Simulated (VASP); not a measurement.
# Si (P6_3/mmc) in VASP: dielectric tensor with r2SCAN

Aim: the dielectric tensor of Si with r2SCAN.

Program: VASP 6.6.1. These are calculated values, not measurements. Logs are shortened: lines on timing, memory, paths and dates and some standing lists are left out, and cuts for length are marked.

## (1) The cell of the first run

The structure is hexagonal, space group P6_3/mmc (No. 194). Conventional cell: a = 3.840 Å, b = 3.840 Å, c = 12.624 Å, α = 90.00°, β = 90.00°, γ = 120.00°. Si (site symmetry 3m) has 4 Si at 2.35 Å within 3.1 Å. Si (site symmetry 3m) has 4 Si at 2.35 to 2.38 Å within 3.1 Å.

This isn't the form of Si at room conditions, which is diamond.

## (2) Dielectric tensor, r2SCAN

The input, INCAR:

```
SYSTEM = Si
ALGO     = Normal         ! electronic algorithm
EDIFF    = 1E-8           ! SCF threshold, eV
ENCUT    = 520            ! plane-wave cutoff, eV
ISIF     = 2              ! what is computed and relaxed
ISMEAR   = 0              ! smearing method
LASPH    = .True.         ! aspherical terms in the spheres
LCALCEPS = .True.       
LCHARG   = .False.        ! write CHGCAR
LMIXTAU  = .True.       
LREAL    = .False.        ! projectors in reciprocal space
LWAVE    = .False.        ! write WAVECAR
METAGGA  = R2SCAN         ! meta-GGA
NELM     = 60             ! most SCF steps
PREC     = Accurate       ! precision mode
SIGMA    = 0.01           ! smearing width, eV
```

The input, KPOINTS:

```
k-points
0
Gamma
  6 6 2
  0 0 0
```

The input, POSCAR:

```
Si
1.0
    3.8401543716      0.0000000000      0.0000000000
   -1.9200771858      3.3256712403      0.0000000000
    0.0000000000      0.0000000000     12.6238085319
Si
8
Direct
    0.0000000000      0.0000000000      0.0005505996
    0.3333333333      0.6666666667      0.2496671954
    0.0000000000      0.0000000000      0.5005505996
    0.6666666667      0.3333333333      0.7496671954
    0.0000000000      0.0000000000      0.1869494004
    0.3333333333      0.6666666667      0.4378328046
    0.0000000000      0.0000000000      0.6869494004
    0.6666666667      0.3333333333      0.9378328046
```

Potentials or basis: VASP PAW PBE potentials, release 64 (Si).

Command:

```sh
$ cat potpaw_PBE.64/Si/POTCAR > POTCAR
$ mpirun -np 1 vasp_std > vasp.out
```

OUTCAR:

```text
SYSTEM = Si
   EDIFF = 1E-8
   ENCUT = 520
   ISIF = 2
   ISMEAR = 0
   LASPH = .True.
   LREAL = .False.
   METAGGA = R2SCAN
   NELM = 60
   PREC = Accurate

 ion  position               nearest neighbor table
   1  0.000  0.000  0.001-   5 2.35   8 2.35   8 2.35   8 2.35
   2  0.333  0.667  0.250-   5 2.35   5 2.35   5 2.35   6 2.38
   3  0.000  0.000  0.501-   7 2.35   6 2.35   6 2.35   6 2.35
   4  0.667  0.333  0.750-   7 2.35   7 2.35   7 2.35   8 2.38
   5  0.000  0.000  0.187-   1 2.35   2 2.35   2 2.35   2 2.35
   6  0.333  0.667  0.438-   3 2.35   3 2.35   3 2.35   2 2.38
   7  0.000  0.000  0.687-   3 2.35   4 2.35   4 2.35   4 2.35
   8  0.667  0.333  0.938-   1 2.35   1 2.35   1 2.35   4 2.38

  LATTYP: Found a hexagonal cell.
 ALAT       =     3.8401543716
 C/A-ratio  =     3.2873179853

  Lattice vectors:

 A1 = (   3.8401543716,   0.0000000000,   0.0000000000)
 A2 = (  -1.9200771858,   3.3256712403,   0.0000000000)
 A3 = (   0.0000000000,   0.0000000000,  12.6238085319)

Analysis of symmetry for initial positions (statically):
=====================================================================
 Subroutine PRICEL returns:
 Original cell was already a primitive cell.

 Routine SETGRP: Setting up the symmetry group for a
 hexagonal supercell.

 Subroutine GETGRP returns: Found 24 space group operations
 (whereof  6 operations were pure point group operations)
 out of a pool of 24 trial point group operations.

The static configuration has the point symmetry C_3v.
 The point group associated with its full space group is D_6h.

Analysis of symmetry for dynamics (positions and initial velocities):
=====================================================================
 Subroutine PRICEL returns:
 Original cell was already a primitive cell.

 Routine SETGRP: Setting up the symmetry group for a
 hexagonal supercell.

 Subroutine GETGRP returns: Found 24 space group operations
 (whereof  6 operations were pure point group operations)
 out of a pool of 24 trial point group operations.

The dynamic configuration has the point symmetry C_3v.
 The point group associated with its full space group is D_6h.

[... 165 lines left out ...]
      6       1.5653      2.00000
[... 565 lines left out ...]
     20   10000.0000      0.00000
     21   10000.0000      0.00000

 [... further k-points ...]

------------------------ aborting loop because EDIFF is reached ----------------------------------------

            Ionic dipole moment: p[ion]=(     0.00000     0.00000   -12.62381 ) |e| Angst

 Total electronic dipole moment: p[elc]=(    -0.00000    -0.00000     0.09876 ) |e| Angst

 MACROSCOPIC STATIC DIELECTRIC TENSOR (including local field effects)
 ------------------------------------------------------
          11.212696    -0.000000    -0.000000
           0.000000    11.212696     0.000000
           0.000000    -0.000000    12.084943
 ------------------------------------------------------

 PIEZOELECTRIC TENSOR (including local field effects) (e Angst)
          XX          YY          ZZ          XY          YZ          ZX
  --------------------------------------------------------------------------------
  x     0.00000     0.00000     0.00000     0.00000     0.00000     0.00000
  y     0.00000     0.00000     0.00000     0.00000     0.00000     0.00000
  z    -0.00000     0.00000    -0.00000     0.00000     0.00000     0.00000

 PIEZOELECTRIC TENSOR (including local field effects) (C/m^2)
          XX          YY          ZZ          XY          YZ          ZX
  --------------------------------------------------------------------------------
  x     0.00000     0.00000     0.00000     0.00000     0.00000     0.00000
  y     0.00000     0.00000     0.00000     0.00000     0.00000     0.00000
  z    -0.00000     0.00000    -0.00000     0.00000     0.00000     0.00000

 BORN EFFECTIVE CHARGES (including local field effects) (in |e|, cummulative output)
 ---------------------------------------------------------------------------------
 ion    1
    1     0.02343    -0.00000    -0.00000
    2     0.00000     0.02343     0.00000
    3     0.00000     0.00000     0.00893
 ion    2
    1    -0.02343     0.00000    -0.00000
    2    -0.00000    -0.02343    -0.00000
    3    -0.00000    -0.00000    -0.00893
 ion    3
    1     0.02343     0.00000     0.00000
    2     0.00000     0.02343     0.00000
    3     0.00000    -0.00000     0.00893
 ion    4
    1    -0.02343     0.00000     0.00000
    2     0.00000    -0.02343     0.00000
    3     0.00000    -0.00000    -0.00893
 ion    5
    1     0.02343     0.00000     0.00000
    2     0.00000     0.02343     0.00000
    3     0.00000     0.00000     0.00893
 ion    6
    1    -0.02343     0.00000     0.00000
    2     0.00000    -0.02343     0.00000
    3     0.00000    -0.00000    -0.00893
 ion    7
    1     0.02343    -0.00000     0.00000
    2     0.00000     0.02343     0.00000
    3     0.00000    -0.00000     0.00893
 ion    8
    1    -0.02343     0.00000    -0.00000
    2    -0.00000    -0.02343    -0.00000
    3     0.00000    -0.00000    -0.00893

  FORCE on cell =-STRESS in cart. coord.  units (eV):
  Direction    XX          YY          ZZ          XY          YZ          ZX
  --------------------------------------------------------------------------------------
  -------------------------------------------------------------------------------------
  Total       -0.1110834     -0.1110834     -0.3530374      0.0000000     -0.0000000      0.0000000
  in kB       -1.1039293     -1.1039293     -3.5084312      0.0000000     -0.0000000      0.0000000
  external PRESSURE =      -1.9054299 kB  Pullay stress =       0.0000000 kB

 VOLUME and BASIS-vectors are now :
 -----------------------------------------------------------------------------
  energy-cutoff  :      520.00
  volume of cell :      161.22
      direct lattice vectors                 reciprocal lattice vectors
     3.840154372  0.000000000  0.000000000     0.260406198  0.150345589  0.000000000
    -1.920077186  3.325671240  0.000000000     0.000000000  0.300691177  0.000000000
     0.000000000  0.000000000 12.623808532     0.000000000  0.000000000  0.079215397

 POSITION                                       TOTAL-FORCE (eV/Angst)
 -----------------------------------------------------------------------------------
      0.00000      0.00000      0.00695        -0.000000     -0.000000     -0.006666
     -0.00000      2.21711      3.15175        -0.000000      0.000000     -0.006588
      0.00000      0.00000      6.31885         0.000000      0.000000     -0.006666
      1.92008      1.10856      9.46366         0.000000      0.000000     -0.006588
      0.00000      0.00000      2.36001        -0.000000      0.000000      0.006666
     -0.00000      2.21711      5.52712        -0.000000      0.000000      0.006588
      0.00000      0.00000      8.67192         0.000000     -0.000000      0.006666
      1.92008      1.10856     11.83902         0.000000     -0.000000      0.006588
 -----------------------------------------------------------------------------------
    total drift:                               -0.000000     -0.000000     -0.000000

  FREE ENERGIE OF THE ION-ELECTRON SYSTEM (eV)
  ---------------------------------------------------
  free  energy   TOTEN  =       -70.1205241891 eV

  energy  without entropy=      -70.1205241891  energy(sigma->0) =      -70.12052419
```

stdout:

```text
POSCAR found type information on POSCAR Si
 POSCAR found :  1 types and       8 ions
 scaLAPACK will be used
 -----------------------------------------------------------------------------
|                                                                             |
[... 110 lines left out ...]
 p_tot=( -0.139E-03  0.901E-01 -0.126E+02 )
dp_tot=( -0.139E-03  0.901E-01 -0.139E-07 )  diag[e(oo)]=(    ---   11.11189    ---   )
 p_tot=( -0.140E-03  0.913E-01 -0.126E+02 )
dp_tot=( -0.140E-03  0.913E-01 -0.147E-07 )  diag[e(oo)]=(    ---   11.24576    ---   )
 p_tot=( -0.141E-03  0.919E-01 -0.126E+02 )
dp_tot=( -0.141E-03  0.919E-01 -0.152E-07 )  diag[e(oo)]=(    ---   11.31215    ---   )
 p_tot=( -0.142E-03  0.920E-01 -0.126E+02 )
dp_tot=( -0.142E-03  0.920E-01 -0.156E-07 )  diag[e
```

Wall time 1.6 h (1 thread of Oxide Virtual Turin-like, shared host); peak memory 0.65 GiB.

What came out:

* Band gap on the k mesh: 0.78 eV (least direct gap 1.62 eV)
* Electronic dielectric tensor (diagonal): 11.21, 11.21, 12.08
* Born charges (mean of the diagonal): Si +0.02, -0.02 (each value once) e

Electronic dielectric tensor:
```
11.21  0.00  0.00
 0.00 11.21  0.00
 0.00  0.00 12.08
```

Born effective charge tensors (e):
atom 1, Si
```
0.02 0.00 0.00
0.00 0.02 0.00
0.00 0.00 0.01
```
atom 2, Si
```
-0.02  0.00  0.00
 0.00 -0.02  0.00
 0.00  0.00 -0.01
```
atom 3, Si
```
0.02 0.00 0.00
0.00 0.02 0.00
0.00 0.00 0.01
```
atom 4, Si
```
-0.02  0.00  0.00
 0.00 -0.02  0.00
 0.00  0.00 -0.01
```
atom 5, Si
```
0.02 0.00 0.00
0.00 0.02 0.00
0.00 0.00 0.01
```
atom 6, Si
```
-0.02  0.00  0.00
 0.00 -0.02  0.00
 0.00  0.00 -0.01
```
atom 7, Si
```
0.02 0.00 0.00
0.00 0.02 0.00
0.00 0.00 0.01
```
atom 8, Si
```
-0.02  0.00  0.00
 0.00 -0.02  0.00
 0.00  0.00 -0.01
```

Dipole moments of the cell (e·Å, modulo the quantum): ionic 0.000, 0.000, -12.624; electronic 0.000, 0.000, 0.099

Caveat: semilocal functionals underestimate gaps, and a narrow one can read as zero; the PAW data sets were made with another functional, which shifts forces and pressure a little.
